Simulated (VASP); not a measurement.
# Cr (Fd-3m) in VASP: further runs

Runs on Cr. Level: revPBE. Tasks: single point.

Everything below comes from runs of VASP 6.6.1. Logs are shortened: lines on timing, memory, paths and dates and some standing lists are left out, and cuts for length are marked.

### 1 The cell of the first run

It takes space group Fd-3m (No. 227, cubic). Conventional cell: a = 5.477 Å, b = 5.477 Å, c = 5.477 Å, α = 90.00°, β = 90.00°, γ = 90.00°. Within 3.1 Å of Cr (site symmetry -43m) lie 4 Cr at 2.37 Å.

This isn't the form of Cr at room conditions, which is bcc.

### 2 Single point, revPBE, collinear spin, antiferromagnetic start (20.54 Å³/atom)

The input, INCAR:

```
PREC = Accurate ; ENCUT = 520
EDIFF = 1E-6 ; ISMEAR = -1
SIGMA = 0.05 ; LREAL = False
LASPH = True ; NELM = 150
ALGO = Normal ; ISIF = 2
LWAVE = False ; LCHARG = True
ISPIN = 2 ; MAGMOM = 2.902 -2.902
LORBIT = 11 ; LMAXMIX = 4
GGA = RE ; LELF = True
LVHAR = True ; NBANDS = 23
```

The input, KPOINTS:

```
Automatic mesh
0
Gamma
  11 11 11
```

The input, POSCAR:

```
Cr
1.0
    0.0000000000      2.7385218196      2.7385218196
    2.7385218196      0.0000000000      2.7385218196
    2.7385218196      2.7385218196      0.0000000000
Cr
2
Direct
    0.1250000000      0.1250000000      0.1250000000
    0.8750000000      0.8750000000      0.8750000000
```

Potentials or basis: VASP PAW PBE potentials, release 64 (Cr_pv).

Launch:

```sh
cat potpaw_PBE.64/Cr_pv/POTCAR > POTCAR
mpirun -np 1 vasp_std > vasp.out
```

OUTCAR:

```text
PREC = Accurate
   ENCUT = 520
   EDIFF = 1E-6
   ISMEAR = -1
   LREAL = False
   LASPH = True
   NELM = 150
   ISIF = 2
   ISPIN = 2
   LORBIT = 11
   GGA = RE

 ion  position               nearest neighbor table
   1  0.125  0.125  0.125-   2 2.37   2 2.37   2 2.37   2 2.37
   2  0.875  0.875  0.875-   1 2.37   1 2.37   1 2.37   1 2.37

  LATTYP: Found a face centered cubic cell.
 ALAT       =     5.4770436392

  Lattice vectors:

 A1 = (   0.0000000000,   2.7385218196,   2.7385218196)
 A2 = (   2.7385218196,   0.0000000000,   2.7385218196)
 A3 = (   2.7385218196,   2.7385218196,   0.0000000000)

Analysis of symmetry for initial positions (statically):
=====================================================================
 Subroutine PRICEL returns:
 Original cell was already a primitive cell.

 Routine SETGRP: Setting up the symmetry group for a
 face centered cubic supercell.

 Subroutine GETGRP returns: Found 48 space group operations
 (whereof 12 operations were pure point group operations)
 out of a pool of 48 trial point group operations.

The static configuration has the point symmetry D_3d.
 The point group associated with its full space group is O_h .

Analysis of symmetry for dynamics (positions and initial velocities):
=====================================================================
 Subroutine PRICEL returns:
 Original cell was already a primitive cell.

 Routine SETGRP: Setting up the symmetry group for a
 face centered cubic supercell.

 Subroutine GETGRP returns: Found 48 space group operations
 (whereof 12 operations were pure point group operations)
 out of a pool of 48 trial point group operations.

The dynamic configuration has the point symmetry D_3d.
 The point group associated with its full space group is O_h .

Analysis of structural, dynamic, and magnetic symmetry:
=====================================================================
 Subroutine PRICEL returns:
 Original cell was already a primitive cell.

 Routine SETGRP: Setting up the symmetry group for a
 face centered cubic supercell.

 Subroutine GETGRP returns: Found 48 space group operations
 (whereof 12 operations were pure point group operations)
 out of a pool of 48 trial point group operations.

The overall configuration has the point symmetry D_3d.
 The point group associated with its full space group is O_h .

 Subroutine INISYM returns: Found 48 space group operations
 (whereof 12 operations are pure point group operations),
 and found     1 'primitive' translations

----------------------------------------------------------------------------------------

                                     Primitive cell

  volume of cell :      41.0751

  direct lattice vectors                    reciprocal lattice vectors
     0.000000000  2.738521820  2.738521820    -0.182580251  0.182580251  0.182580251
     2.738521820  0.000000000  2.738521820     0.182580251 -0.182580251  0.182580251
     2.738521820  2.738521820  0.000000000     0.182580251  0.182580251 -0.182580251

  length of vectors
     3.872854698  3.872854698  3.872854698     0.316238270  0.316238270  0.316238270

  position of ions in fractional coordinates (direct lattice)
     0.125000000  0.125000000  0.125000000
     0.875000000  0.875000000  0.875000000

  ion indices of the primitive-cell ions
   primitive index   ion index
                 1           1
                 2           2

----------------------------------------------------------------------------------------

 KPOINTS: Automatic mesh

Automatic generation of k-mesh.
 Grid dimensions read from file:
 generate k-points for:   11   11   11

 Generating k-lattice:

  Cartesian coordinates                     Fractional coordinates (reciprocal lattice)
    -0.016598205  0.016598205  0.016598205     0.090909091  0.000000000  0.000000000
     0.016598205 -0.016598205  0.016598205     0.000000000  0.090909091  0.000000000
     0.016598205  0.016598205 -0.016598205     0.000000000  0.000000000  0.090909091

  Length of vectors
     0.028748934  0.028748934  0.028748934

  Shift w.r.t. Gamma in fractional coordinates (k-lattice)
     0.000000000  0.000000000  0.000000000

 Subroutine IBZKPT returns following result:
 ===========================================

 Found     56 irreducible k-points:

 Following reciprocal coordinates:
            Coordinates               Weight
  0.000000  0.000000  0.000000      1.000000
  0.090909  0.000000  0.000000      8.000000
  0.181818  0.000000  0.000000      8.000000
  0.272727  0.000000  0.000000      8.000000
  0.363636  0.000000  0.000000      8.000000
  0.454545  0.000000  0.000000      8.000000
[... 16 lines left out ...]
 -0.272727  0.181818  0.000000     24.000000
 -0.181818  0.181818  0.000000     12.000000
 [... further k-points ...]
   k-points           NKPTS =     56   k-points in BZ     NKDIM =     56   number of bands    NBANDS=     23
   number of dos      NEDOS =    301   number of ions     NIONS =      2
   total plane-waves  NPLWV =  27000
   dimension x,y,z NGX =    30 NGY =   30 NGZ =   30
   dimension x,y,z NGXF=    60 NGYF=   60 NGZF=   60
   ions per type =               2
   NGX,Y,Z   is equivalent  to a cutoff of  12.88, 12.88, 12.88 a.u.
   NGXF,Y,Z  is equivalent  to a cutoff of  25.76, 25.76, 25.76 a.u.
 SYSTEM =  unknown system
   PREC   = accura    normal or accurate (medium, high low for compatibility)
   ISTART =      0    job   : 0-new  1-cont  2-samecut
   ICHARG =      2    charge: 1-file 2-atom 10-const
   ISPIN  =      2    spin polarized calculation?
   LNONCOLLINEAR =      F non collinear calculations
   LSORBIT =      F    spin-orbit coupling
   LASPH  =      T    aspherical Exc in radial PAW
   ENCUT  =  520.0 eV  38.22 Ry    6.18 a.u.   7.20  7.20  7.20*2*pi/ulx,y,z
   NELM   =    150;   NELMIN=  2; NELMDL= -5     # of ELM steps
   EDIFF  = 0.1E-05   stopping-criterion for ELM
   LREAL  =      F    real-space projection
   EDIFFG = 0.1E-04   stopping-criterion for IOM
   NSW    =      0    number of steps for IOM
   IBRION =     -1    ionic relax: 0-MD 1-quasi-New 2-CG
   NFREE  =      0    steps in history (QN), initial steepest desc. (CG)
   ISIF   =      2    stress and relaxation
   ISYM   =      2    0-nonsym 1-usesym 2-fastsym
   POTIM  = 0.5000    time-step for ionic-motion
   TEBEG  =    0.0;   TEEND  =   0.0 temperature during run
   PSTRESS=    0.0 pullay stress
   NELECT =      24.0000    total number of electrons
   NUPDOWN=      -1.0000    fix difference up-down
   EMIN   =  10.00;   EMAX   =-10.00  energy-range for DOS
   EFERMI =   0.00;   METHOD = LEGACY
   ISMEAR =    -1;   SIGMA  =   0.05  broadening in eV -4-tet -1-fermi 0-gaus
   EFERMI_NEDOS =   21; number of points for ismear=-14 and -15
   IALGO  =     38    algorithm
   IMIX   =      4    mixing-type and parameters
     AMIX     =   0.40;   BMIX     =  1.00
     AMIX_MAG =   1.60;   BMIX_MAG =  1.00
  volume/ion in A,a.u.               =      20.54       138.59
  Fermi-wavevector in a.u.,A,eV,Ry     =   1.368629  2.586334 25.485686  1.873145
  Thomas-Fermi vector in A             =   2.494576
   LORBIT       =     11    0 simple, 1 ext, 2 COOP (PROOUT), +10 PAW based schemes
   GGA     = RE    functional components
   LHFCALC =     F    Hartree Fock is set to
   AEXX    =    0.0000 exact exchange contribution
   IVDW    =     0    specifies the selected vdW correction
   LEPSILON=     F    determine dielectric tensor
   LRPA    =     F    only Hartree local field effects (RPA)
 spin polarized calculation
  energy-cutoff  :      520.00
  volume of cell :       41.08
 maximum number of plane-waves:      1129
 NGX is ok and might be reduce to    30
   NGX = 15   NGY = 15   NGZ = 15

 number of electron      23.9999997 magnetization      -0.0000000

 number of electron      23.9999997 magnetization       0.0000000

 Free energy of the ion-electron system (eV)
  ---------------------------------------------------
  ext. energy  EPLUGINS =         0.00000000
  ---------------------------------------------------
  free energy    TOTEN  =       -14.64311387 eV

  energy without entropy =      -14.63590555  energy(sigma->0) =      -14.63950971

 E-fermi :   4.5309     XC(G=0): -10.0868

 val. band max:        4.5156602031   @ k =  -0.2727   0.4545   0.1818
 cond. band min:       4.5584538025   @ k =  -0.3636   0.4545   0.0909
 fundamental gap:      0.0427935993
 Fermi energy:         4.5309160156

 spin component 1

 k-point     1 :       0.0000    0.0000    0.0000
  band No.  band energies     occupation
      1     -38.6985      1.00000
      2     -38.6985      1.00000
      3     -38.6985      1.00000
      4     -35.6295      1.00000
      5     -35.6295      1.00000
      6     -35.6295      1.00000
[... 15 lines left out ...]
     22      16.6624      0.00000
     23      16.9595      0.00000
[... 575 lines left out ...]
      1     -38.7100      1.00000
      2     -38.7033      1.00000
      3     -38.6959      1.00000
      4     -35.6379      1.00000
      5     -35.6248      1.00000
      6     -35.6205      1.00000
[... 15 lines left out ...]
     22      15.5500      0.00000
     23      15.7442      0.00000

 [... further k-points ...]

 spin component 2

 k-point     1 :       0.0000    0.0000    0.0000
  band No.  band energies     occupation
      1     -38.6985      1.00000
      2     -38.6985      1.00000
      3     -38.6985      1.00000
      4     -35.6295      1.00000
      5     -35.6295      1.00000
      6     -35.6295      1.00000
[... 15 lines left out ...]
     22      16.6624      0.00000
     23      16.9595      0.00000
[... 575 lines left out ...]
      1     -38.7100      1.00000
      2     -38.7033      1.00000
      3     -38.6959      1.00000
      4     -35.6379      1.00000
      5     -35.6248      1.00000
      6     -35.6205      1.00000
[... 15 lines left out ...]
     22      15.5500      0.00000
     23      15.7442      0.00000

 [... further k-points ...]

------------------------ aborting loop because EDIFF is reached ----------------------------------------

  FORCE on cell =-STRESS in cart. coord.  units (eV):
  Direction    XX          YY          ZZ          XY          YZ          ZX
  --------------------------------------------------------------------------------------
  -------------------------------------------------------------------------------------
  Total        0.3417561      0.3417561      0.3417561      0.0000000      0.0000000      0.0000000
  in kB       13.3305551     13.3305551     13.3305551      0.0000000      0.0000000      0.0000000
  external PRESSURE =      13.3305551 kB  Pullay stress =       0.0000000 kB

 VOLUME and BASIS-vectors are now :
 -----------------------------------------------------------------------------
  energy-cutoff  :      520.00
  volume of cell :       41.08
      direct lattice vectors                 reciprocal lattice vectors
     0.000000000  2.738521820  2.738521820    -0.182580251  0.182580251  0.182580251
     2.738521820  0.000000000  2.738521820     0.182580251 -0.182580251  0.182580251
     2.738521820  2.738521820  0.000000000     0.182580251  0.182580251 -0.182580251

 POSITION                                       TOTAL-FORCE (eV/Angst)
 -----------------------------------------------------------------------------------
      0.68463      0.68463      0.68463         0.000000      0.000000      0.000000
      4.79241      4.79241      4.79241        -0.000000     -0.000000     -0.000000
 -----------------------------------------------------------------------------------
    total drift:                               -0.000000      0.000000      0.000000

  FREE ENERGIE OF THE ION-ELECTRON SYSTEM (eV)
  ---------------------------------------------------
  free  energy   TOTEN  =       -14.6431138707 eV

  energy  without entropy=      -14.6359055453  energy(sigma->0) =      -14.63950971

 total charge

# of ion       s       p       d       tot
------------------------------------------
    1        0.415   6.122   4.309  10.845
    2        0.415   6.122   4.309  10.845
--------------------------------------------------
tot          0.830  12.244   8.617  21.691

 magnetization (x)

# of ion       s       p       d       tot
------------------------------------------
    1        0.043  -0.047   3.037   3.032
    2       -0.043   0.047  -3.037  -3.032
--------------------------------------------------
tot          0.000   0.000   0.000   0.000
```

Run time: 67 s. Hardware: 1 thread of Intel Xeon Platinum 8559C (Emerald Rapids), shared host; peak memory 0.22 GiB.

Results:

```yaml
Free_energy: -14.6431 eV
Pressure: 1.3 GPa
Band_gap_on_the_k_mesh: zero (filled and empty bands overlap)
Net_moment: 0.00 μB per cell
Site_moments: Cr +3.03, -3.03 μB
Valence_electrons_inside_the_program's_atomic_spheres: Cr 10.85
```

Levels at points of the mesh, in eV from the Fermi level:
Spin up:
| k point | band 10 | band 11 | band 12 | band 13 | band 14 | band 15 |
| --- | --- | --- | --- | --- | --- | --- |
| (0.00, 0.00, 0.00) | -0.99 | -0.99 | -0.99 | 1.88 | 1.88 | 1.88 |
Spin down:
| k point | band 8 | band 9 | band 10 | band 11 | band 12 | band 13 | band 14 | band 15 | band 16 | band 17 |
| --- | --- | --- | --- | --- | --- | --- | --- | --- | --- | --- |
| (0.00, 0.00, 0.00) | -1.07 | -1.07 | -0.99 | -0.99 | -0.99 | 1.88 | 1.88 | 1.88 | 3.50 | 3.50 |

Caveat: an empty level that is flat over the whole mesh can mark a ghost state of the potentials, or a narrow d or f band; the antiferromagnetic order is the one typed at the start, and another may lie lower; the PAW data sets were made with another functional, which shifts forces and pressure a little.

[end of part 1 of 3]

The gap in the log of VASP goes by the Fermi energy; the results here count the filled bands.